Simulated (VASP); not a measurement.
# BAs (gwk.c) (F-43m) in VASP: single point with PBE

Aim: the single point of BAs (gwk.c) with PBE.

Program: VASP 6.6.1. These are calculated values, not measurements. Logs are shortened: lines on timing, memory, paths and dates and some standing lists are left out, and cuts for length are marked.

### Step 1. The cell of the first run

Symmetry: F-43m, No. 216, cubic system. The conventional cell has a = 4.809 Å, b = 4.809 Å, c = 4.809 Å, α = 90.00°, β = 90.00°, γ = 90.00°. Within 2.8 Å of B (site symmetry -43m) lie 4 As at 2.08 Å. As (site symmetry -43m) has 4 B at 2.08 Å within 2.8 Å.

### Step 2. Single point, PBE

Input file INCAR:

```
  ALGO = Normal
  EDIFF = 1E-6
  ENCUT = 500
  GGA = PE
  GGA_COMPAT = F
  ISIF = 2
  ISMEAR = 0
  LASPH = T
  LCHARG = T
  LELF = T
  LREAL = F
  LVHAR = T
  LWAVE = F
  NBANDS = 11
  NELM = 120
  PREC = Accurate
  SIGMA = 0.01
```

Input file KPOINTS:

```
k-points
0
Gamma
  8 8 8
```

Input file POSCAR:

```
BAs
1.0
    0.0000000000      2.4045499479      2.4045499479
    2.4045499479      0.0000000000      2.4045499479
    2.4045499479      2.4045499479      0.0000000000
B As
1 1
Direct
    0.0000000000      0.0000000000      0.0000000000
    0.2500000000      0.2500000000      0.2500000000
```

Potentials or basis: VASP PAW PBE potentials, release 64 (B, As).

Run with:

```console
$ cat potpaw_PBE.64/B/POTCAR potpaw_PBE.64/As/POTCAR > POTCAR
$ mpirun -np 1 vasp_std > vasp.out
```

OUTCAR:

```text
EDIFF = 1E-6
   ENCUT = 500
   GGA = PE
   ISIF = 2
   ISMEAR = 0
   LASPH = T
   LREAL = F
   NELM = 120
   PREC = Accurate

 ion  position               nearest neighbor table
   1  0.000  0.000  0.000-   2 2.08   2 2.08   2 2.08   2 2.08
   2  0.250  0.250  0.250-   1 2.08   1 2.08   1 2.08   1 2.08

  LATTYP: Found a face centered cubic cell.
 ALAT       =     4.8090998958

  Lattice vectors:

 A1 = (   0.0000000000,   2.4045499479,   2.4045499479)
 A2 = (   2.4045499479,   0.0000000000,   2.4045499479)
 A3 = (   2.4045499479,   2.4045499479,   0.0000000000)

Analysis of symmetry for initial positions (statically):
=====================================================================
 Subroutine PRICEL returns:
 Original cell was already a primitive cell.

 Routine SETGRP: Setting up the symmetry group for a
 face centered cubic supercell.

 Subroutine GETGRP returns: Found 24 space group operations
 (whereof 24 operations were pure point group operations)
 out of a pool of 48 trial point group operations.

The static configuration has the point symmetry T_d .

Analysis of symmetry for dynamics (positions and initial velocities):
=====================================================================
 Subroutine PRICEL returns:
 Original cell was already a primitive cell.

 Routine SETGRP: Setting up the symmetry group for a
 face centered cubic supercell.

 Subroutine GETGRP returns: Found 24 space group operations
 (whereof 24 operations were pure point group operations)
 out of a pool of 48 trial point group operations.

The dynamic configuration has the point symmetry T_d .

 Subroutine INISYM returns: Found 24 space group operations
 (whereof 24 operations are pure point group operations),
 and found     1 'primitive' translations

----------------------------------------------------------------------------------------

                                     Primitive cell

  volume of cell :      27.8055

  direct lattice vectors                    reciprocal lattice vectors
     0.000000000  2.404549948  2.404549948    -0.207939120  0.207939120  0.207939120
     2.404549948  0.000000000  2.404549948     0.207939120 -0.207939120  0.207939120
     2.404549948  2.404549948  0.000000000     0.207939120  0.207939120 -0.207939120

  length of vectors
     3.400547148  3.400547148  3.400547148     0.360161121  0.360161121  0.360161121

  position of ions in fractional coordinates (direct lattice)
     0.000000000  0.000000000  0.000000000
     0.250000000  0.250000000  0.250000000

  ion indices of the primitive-cell ions
   primitive index   ion index
                 1           1
                 2           2

----------------------------------------------------------------------------------------

 KPOINTS: k-points

Automatic generation of k-mesh.
 Grid dimensions read from file:
 generate k-points for:    8    8    8

 Generating k-lattice:

  Cartesian coordinates                     Fractional coordinates (reciprocal lattice)
    -0.025992390  0.025992390  0.025992390     0.125000000  0.000000000  0.000000000
     0.025992390 -0.025992390  0.025992390     0.000000000  0.125000000  0.000000000
     0.025992390  0.025992390 -0.025992390     0.000000000  0.000000000  0.125000000

  Length of vectors
     0.045020140  0.045020140  0.045020140

  Shift w.r.t. Gamma in fractional coordinates (k-lattice)
     0.000000000  0.000000000  0.000000000

 Subroutine IBZKPT returns following result:
 ===========================================

 Found     29 irreducible k-points:

 Following reciprocal coordinates:
            Coordinates               Weight
  0.000000  0.000000  0.000000      1.000000
  0.125000  0.000000  0.000000      8.000000
  0.250000  0.000000  0.000000      8.000000
  0.375000  0.000000  0.000000      8.000000
  0.500000  0.000000  0.000000      4.000000
  0.125000  0.125000  0.000000      6.000000
[... 16 lines left out ...]
  0.500000  0.250000  0.125000     48.000000
 -0.375000  0.250000  0.125000     24.000000
 [... further k-points ...]
   k-points           NKPTS =     29   k-points in BZ     NKDIM =     29   number of bands    NBANDS=     11
   number of dos      NEDOS =    301   number of ions     NIONS =      2
   total plane-waves  NPLWV =  21952
   dimension x,y,z NGX =    28 NGY =   28 NGZ =   28
   dimension x,y,z NGXF=    56 NGYF=   56 NGZF=   56
   ions per type =               1   1
   NGX,Y,Z   is equivalent  to a cutoff of  13.69, 13.69, 13.69 a.u.
   NGXF,Y,Z  is equivalent  to a cutoff of  27.38, 27.38, 27.38 a.u.
 SYSTEM =  unknown system
   PREC   = accura    normal or accurate (medium, high low for compatibility)
   ISTART =      0    job   : 0-new  1-cont  2-samecut
   ICHARG =      2    charge: 1-file 2-atom 10-const
   ISPIN  =      1    spin polarized calculation?
   LNONCOLLINEAR =      F non collinear calculations
   LSORBIT =      F    spin-orbit coupling
   LASPH  =      T    aspherical Exc in radial PAW
   ENCUT  =  500.0 eV  36.75 Ry    6.06 a.u.   6.20  6.20  6.20*2*pi/ulx,y,z
   NELM   =    120;   NELMIN=  2; NELMDL= -5     # of ELM steps
   EDIFF  = 0.1E-05   stopping-criterion for ELM
   LREAL  =      F    real-space projection
[... 7 lines left out ...]
   TEBEG  =    0.0;   TEEND  =   0.0 temperature during run
   PSTRESS=    0.0 pullay stress
   NELECT =       8.0000    total number of electrons
   NUPDOWN=      -1.0000    fix difference up-down
   EMIN   =  10.00;   EMAX   =-10.00  energy-range for DOS
   EFERMI =   0.00;   METHOD = LEGACY
   ISMEAR =     0;   SIGMA  =   0.01  broadening in eV -4-tet -1-fermi 0-gaus
   EFERMI_NEDOS =   21; number of points for ismear=-14 and -15
   IALGO  =     38    algorithm
   IMIX   =      4    mixing-type and parameters
     AMIX     =   0.40;   BMIX     =  1.00
     AMIX_MAG =   1.60;   BMIX_MAG =  1.00
  volume/ion in A,a.u.               =      13.90        93.82
  Fermi-wavevector in a.u.,A,eV,Ry     =   1.080756  2.042333 15.892064  1.168034
  Thomas-Fermi vector in A             =   2.216755
   LORBIT       =      0    0 simple, 1 ext, 2 COOP (PROOUT), +10 PAW based schemes
   GGA     = PE    functional components
   LHFCALC =     F    Hartree Fock is set to
   AEXX    =    0.0000 exact exchange contribution
   IVDW    =     0    specifies the selected vdW correction
   LEPSILON=     F    determine dielectric tensor
   LRPA    =     F    only Hartree local field effects (RPA)
 non-spin polarized calculation
 Gauss-broadening in eV      SIGMA  =   0.01
  energy-cutoff  :      500.00
  volume of cell :       27.81
 maximum number of plane-waves:       725
 NGX is ok and might be reduce to    28
   NGX = 13   NGY = 13   NGZ = 13

 number of electron       8.0000000 magnetization

 Free energy of the ion-electron system (eV)
  ---------------------------------------------------
  ext. energy  EPLUGINS =         0.00000000
  ---------------------------------------------------
  free energy    TOTEN  =       -11.41097244 eV

  energy without entropy =      -11.41097244  energy(sigma->0) =      -11.41097244

 E-fermi :   6.0470     XC(G=0): -10.4969

 val. band max:        5.9073474368   @ k =   0.0000   0.0000   0.0000
 cond. band min:       7.1154556817   @ k =   0.3750   0.3750   0.0000
 fundamental gap:      1.2081082449
 Fermi energy:         6.0470166096

 k-point     1 :       0.0000    0.0000    0.0000
  band No.  band energies     occupation
      1      -9.3124      2.00000
      2       5.9073      2.00000
      3       5.9073      2.00000
      4       5.9073      2.00000
      5       9.1585      0.00000
      6       9.1585      0.00000
      7       9.1585      0.00000
      8      10.3401      0.00000
      9      15.3935      0.00000
     10      18.7765      0.00000
     11      18.7765      0.00000

 k-point     2 :       0.1250    0.0000    0.0000
  band No.  band energies     occupation
      1      -9.0611      2.00000
      2       3.9608      2.00000
      3       5.4789      2.00000
      4       5.4789      2.00000
      5       9.2209      0.00000
      6       9.7235      0.00000
      7       9.7235      0.00000
      8      11.6734      0.00000
      9      16.3219      0.00000
     10      17.4707      0.00000
     11      17.4707      0.00000

 k-point     3 :       0.2500    0.0000    0.0000
  band No.  band energies     occupation
      1      -8.3305      2.00000
      2       1.0311      2.00000
      3       4.7815      2.00000
      4       4.7815      2.00000
      5       8.8676      0.00000
      6      10.5146      0.00000
      7      10.5146      0.00000
      8      13.6631      0.00000
      9      17.0838      0.00000
     10      17.0838      0.00000
     11      17.0970      0.00000

 k-point     4 :       0.3750    0.0000    0.0000
  band No.  band energies     occupation
      1      -7.2502      2.00000
      2      -1.5010      2.00000
      3       4.2903      2.00000
      4       4.2903      2.00000
      5       8.5823      0.00000
      6      10.7060      0.00000
      7      10.7060      0.00000
      8      14.6681      0.00000
      9      17.5832      0.00000
     10      18.4973      0.00000
     11      18.4973      0.00000

 k-point     5 :       0.5000    0.0000    0.0000
  band No.  band energies     occupation
      1      -6.5133      2.00000
      2      -2.7361      2.00000
      3       4.1200      2.00000
      4       4.1200      2.00000
      5       8.4827      0.00000
      6      10.6640      0.00000
      7      10.6640      0.00000
      8      14.7316      0.00000
      9      18.4766      0.00000
     10      20.3302      0.00000
     11      20.3302      0.00000

 k-point     6 :       0.1250    0.1250    0.0000
  band No.  band energies     occupation
      1      -8.9768      2.00000
      2       4.4440      2.00000
      3       4.7727      2.00000
      4       4.7727      2.00000
      5       8.4736      0.00000
      6      10.6551      0.00000
      7      10.6551      0.00000
      8      11.3373      0.00000
      9      15.9801      0.00000
     10      16.6826      0.00000
     11      19.1454      0.00000

 k-point     7 :       0.2500    0.1250    0.0000
  band No.  band energies     occupation
      1      -8.4029      2.00000
      2       1.9786      2.00000
      3       4.0460      2.00000
      4       4.2871      2.00000
      5       8.7269      0.00000
      6      10.6922      0.00000
      7      11.6812      0.00000
      8      12.3280      0.00000
      9      15.9631      0.00000
     10      18.1001      0.00000
     11      18.7752      0.00000

 k-point     8 :       0.3750    0.1250    0.0000
  band No.  band energies     occupation
      1      -7.4170      2.00000
      2      -0.6268      2.00000
      3       3.5182      2.00000
      4       3.6451      2.00000
      5       9.0538      0.00000
      6      10.7554      0.00000
      7      11.9198      0.00000
      8      13.2119      0.00000
      9      17.1765      0.00000
     10      18.6930      0.00000
     11      19.6389      0.00000
[... 141 lines left out ...]
 k-point    19 :       0.5000    0.3750    0.0000
  band No.  band energies     occupation
      1      -5.5878      2.00000
      2      -1.9531      2.00000
      3       1.2317      2.00000
      4       2.1438      2.00000
      5       7.5545      0.00000
      6       8.8614      0.00000
      7      15.9316      0.00000
      8      16.0168      0.00000
      9      18.1805      0.00000
     10      21.7621      0.00000
     11      22.1210      0.00000

 k-point    20 :      -0.3750    0.3750    0.0000
  band No.  band energies     occupation
      1      -5.2718      2.00000
      2      -2.1430      2.00000
      3       0.0869      2.00000
      4       2.4920      2.00000
      5       7.9556      0.00000
      6      11.3934      0.00000
      7      14.9881      0.00000
      8      15.4954      0.00000
      9      16.3713      0.00000
     10      19.2080      0.00000
     11      22.4551      0.00000

 k-point    21 :       0.5000    0.5000    0.0000
  band No.  band energies     occupation
      1      -5.2275      2.00000
      2      -2.5120      2.00000
      3       1.9103      2.00000
      4       1.9103      2.00000
      5       7.3593      0.00000
      6       7.3668      0.00000
      7      17.0827      0.00000
      8      17.0827      0.00000
      9      18.5932      0.00000
     10      22.8573      0.00000
     11      23.5449      0.00000

 k-point    22 :       0.3750    0.2500    0.1250
  band No.  band energies     occupation
      1      -7.6916      2.00000
      2       0.7522      2.00000
      3       2.2685      2.00000
      4       3.9228      2.00000
      5       9.1127      0.00000
      6      11.0090      0.00000
      7      11.8264      0.00000
      8      12.9906      0.00000
      9      16.5281      0.00000
     10      19.1156      0.00000
     11      19.9222      0.00000

 k-point    23 :       0.5000    0.2500    0.1250
  band No.  band energies     occupation
      1      -6.6501      2.00000
      2      -1.1664      2.00000
      3       1.5482      2.00000
      4       3.2269      2.00000
      5       9.7216      0.00000
      6      10.9030      0.00000
      7      12.3589      0.00000
      8      13.8709      0.00000
      9      17.2119      0.00000
     10      19.1055      0.00000
     11      21.2285      0.00000

 k-point    24 :      -0.3750    0.2500    0.1250
  band No.  band energies     occupation
      1      -5.9527      2.00000
      2      -2.2577      2.00000
      3       1.4221      2.00000
      4       2.9005      2.00000
      5       9.8352      0.00000
      6      10.6169      0.00000
      7      13.2563      0.00000
      8      14.8097      0.00000
      9      16.1787      0.00000
     10      19.9617      0.00000
     11      21.0069      0.00000

 [... further k-points ...]
[... 5 lines left out ...]
  --------------------------------------------------------------------------------------
  -------------------------------------------------------------------------------------
  Total        0.1061094      0.1061094      0.1061094      0.0000000      0.0000000      0.0000000
  in kB        6.1141045      6.1141045      6.1141045      0.0000000      0.0000000      0.0000000
  external PRESSURE =       6.1141045 kB  Pullay stress =       0.0000000 kB

 VOLUME and BASIS-vectors are now :
 -----------------------------------------------------------------------------
  energy-cutoff  :      500.00
  volume of cell :       27.81
      direct lattice vectors                 reciprocal lattice vectors
     0.000000000  2.404549948  2.404549948    -0.207939120  0.207939120  0.207939120
     2.404549948  0.000000000  2.404549948     0.207939120 -0.207939120  0.207939120
     2.404549948  2.404549948  0.000000000     0.207939120  0.207939120 -0.207939120

 POSITION                                       TOTAL-FORCE (eV/Angst)
 -----------------------------------------------------------------------------------
      0.00000      0.00000      0.00000        -0.000000     -0.000000     -0.000000
      1.20227      1.20227      1.20227         0.000000      0.000000      0.000000
 -----------------------------------------------------------------------------------
    total drift:                               -0.000000     -0.000000     -0.000000

  FREE ENERGIE OF THE ION-ELECTRON SYSTEM (eV)
  ---------------------------------------------------
  free  energy   TOTEN  =       -11.4109724353 eV

  energy  without entropy=      -11.4109724353  energy(sigma->0) =      -11.41097244
```

It took 17 s on 1 thread of Intel Xeon 8259CL, shared host; peak memory 0.16 GiB.

Results:

```yaml
Free_energy: -11.4110 eV
Pressure: 0.6 GPa
Band_gap_on_the_k_mesh: 1.21 eV, indirect (least direct gap 3.25 eV)
```

A k mesh can miss the band edges.
